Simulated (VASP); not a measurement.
Wanted: the native input for a VASP 6.6.1 run.

```yaml
Task: single point
Functional: r2SCAN
Potentials_or_basis: VASP PAW PBE potentials, release 64 (Ga_d, P)
Cutoff: 520 eV
k_mesh: 6 × 6 × 6
Occupations: gaussian, width 0.01 eV
Spin: no spin polarisation
Dipole_correction: no
Further_INCAR_settings: ALGO = Normal; EDIFF = 1e-06; NBANDS = 16
```

The system is GaP.

```xyz
2
Lattice="0.0000 2.7254 2.7254 2.7254 0.0000 2.7254 2.7254 2.7254 0.0000" Properties=species:S:1:pos:R:3 pbc="T T T"
Ga    0.0000    0.0000    0.0000
P     1.3627    1.3627    1.3627
```

The input as run:

POSCAR

```
GaP
1.0
    0.0000000000      2.7254102062      2.7254102062
    2.7254102062      0.0000000000      2.7254102062
    2.7254102062      2.7254102062      0.0000000000
Ga P
1 1
Direct
    0.0000000000      0.0000000000      0.0000000000
    0.2500000000      0.2500000000      0.2500000000
```

INCAR.step1

```
SYSTEM = GaP
PREC     = Accurate       ! precision mode
ENCUT    = 520            ! plane-wave cutoff, eV
ISMEAR   = 0              ! smearing method
SIGMA    = 0.01           ! smearing width, eV
LREAL    = .FALSE.        ! projectors in reciprocal space
LASPH    = .TRUE.         ! aspherical terms in the spheres
NELM     = 100            ! most SCF steps
NBANDS   = 16             ! bands
GGA      = PE             ! functional
ALGO     = Normal         ! electronic algorithm
EDIFF    = 1E-4           ! SCF threshold, eV
LWAVE    = .TRUE.         ! write WAVECAR
LCHARG   = .FALSE.        ! write CHGCAR
```

INCAR.step2

```
SYSTEM = GaP
PREC     = Accurate       ! precision mode
ENCUT    = 520            ! plane-wave cutoff, eV
EDIFF    = 1E-6           ! SCF threshold, eV
ISMEAR   = 0              ! smearing method
SIGMA    = 0.01           ! smearing width, eV
LREAL    = .FALSE.        ! projectors in reciprocal space
LASPH    = .TRUE.         ! aspherical terms in the spheres
NELM     = 100            ! most SCF steps
ALGO     = Normal         ! electronic algorithm
ISIF     = 2              ! what is computed and relaxed
LWAVE    = .FALSE.        ! write WAVECAR
LCHARG   = .TRUE.         ! write CHGCAR
METAGGA  = R2SCAN         ! meta-GGA
LMIXTAU  = .TRUE.       
LELF     = .TRUE.         ! ELF
LVHAR    = .TRUE.       
NBANDS   = 16             ! bands
ISTART   = 1
```

KPOINTS

```
Automatic mesh
0
G
  6 6 6
  0 0 0
```

Potentials or basis: VASP PAW PBE potentials, release 64 (Ga_d, P).

Launch:

```bash
$ cat potpaw_PBE.64/Ga_d/POTCAR potpaw_PBE.64/P/POTCAR > POTCAR
$ cp INCAR.step1 INCAR
$ mpirun -np 1 vasp_std > vasp.out
$ cp INCAR.step2 INCAR
$ mpirun -np 1 vasp_std > vasp.out
```

Results of the run:

```json
{
  "Pressure": "0.0 GPa",
  "Band gap on the k mesh": "1.91 eV, indirect (least direct gap 2.34 eV)"
}
```

Caveat: the PAW data sets were made with another functional, which shifts forces and pressure a little.

Run time: 57 s on 1 thread of Intel(R) Xeon(R) 6975P-C (Granite Rapids), on a shared host, peak memory 0.17 GiB.
